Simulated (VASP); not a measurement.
A run of VASP 6.6.1 is set up as follows.

Contents of INCAR:

```
PREC = Accurate ; ENCUT = 520
EDIFF = 1E-6 ; ISMEAR = -1
SIGMA = 0.05 ; LREAL = F
LASPH = T ; NELM = 150
ALGO = Normal ; ISIF = 2
LWAVE = F ; LCHARG = F
MAGMOM = 0 0 0 ; LORBIT = 11
LSORBIT = T ; GGA_COMPAT = F
LORBMOM = T ; LMAXMIX = 4
GGA = PS ; NBANDS = 21
```

The input KPOINTS:

```
Automatic mesh
0
Gamma
  7 7 7
```

File POSCAR:

```
Hf
1.0
   -1.8050000000      1.8050000000      1.8050000000
    1.8050000000     -1.8050000000      1.8050000000
    1.8050000000      1.8050000000     -1.8050000000
Hf
1
Direct
    0.0000000000      0.0000000000      0.0000000000
```

Potentials or basis: VASP PAW PBE potentials, release 64 (Hf_pv).

Launch:

```bash
$ cat potpaw_PBE.64/Hf_pv/POTCAR > POTCAR
$ mpirun -np 1 vasp_ncl > vasp.out
```

Task: Predict the pressure.

Result: -8.6 GPa.

Task: Estimate the net moment.

Result: 0.00 μB per cell.

Moments on the atoms (μB; x, y, z):
```
Hf  0.00 0.00 0.00
```

Caveat: the PAW data sets were made with another functional, which shifts forces and pressure a little.
